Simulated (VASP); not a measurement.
Wanted: the native input for a VASP 6.6.1 run.

```
Task                   : electric field gradients
Functional             : PBE
Potentials or basis    : VASP PAW PBE potentials, release 64 (Te)
Cutoff                 : 520 eV
k mesh                 : 8 × 8 × 8
Occupations            : fermi-dirac, width 0.05 eV
Spin                   : no spin polarisation
Dipole correction      : no
Further INCAR settings : ALGO = Normal; EDIFF = 1e-08; NBANDS = 16
```

The structure of Te lies in POSCAR:

```
Te
1.0
    4.2459560000     -2.3923705000     -0.0093145000
    4.2222440000      2.3500295000     -0.0330265000
   -0.1502367500     -0.0191345000      3.9580022500
Te
3
Direct
    0.6760000000      0.6760000000      0.6750000000
    0.3240000000      0.3240000000      0.3250000000
    0.0000000000      0.0000000000      0.0000000000
```

This cell differs from its parent crystal: equal xy, yz and zx shear strains of -1 %.

The input as run:

INCAR

```
PREC = Accurate
ENCUT = 520
EDIFF = 1E-8
ISMEAR = -1
SIGMA = 0.05
LREAL = False
LASPH = True
NELM = 80
ALGO = Normal
ISIF = 2
LWAVE = False
LCHARG = False
GGA = PE
LEFG = True
NBANDS = 16
```

KPOINTS

```
regular mesh
0
Gamma
  8 8 8
```

Potentials or basis: VASP PAW PBE potentials, release 64 (Te).

Launch:

```sh
$ cat potpaw_PBE.64/Te/POTCAR > POTCAR
$ mpirun -np 1 vasp_std > vasp.out
```

It gave:

```json
{
  "Pressure": "9.4 GPa",
  "Largest force": "0.527 eV/Å",
  "Band gap on the k mesh": "zero (bands 9 and 10 overlap by 3.42 eV)",
  "Largest electric field gradient by atom": "Te -275.7, -312.8 (each value once) V/Å²"
}
```

Caveat: the cell differs from its parent crystal (equal xy, yz and zx shear strains of -1 %); the cell stands under pressure; without QUAD_EFG the Cq values of the log hold for a quadrupole moment of 1 mb, not for the nuclei; spin-orbit coupling is left out, which moves the levels of the heavy elements.

It took 2.2 min on 1 thread of AMD EPYC 9R45 96-Core Processor (Zen 5) (shared host), peak memory 0.35 GiB.
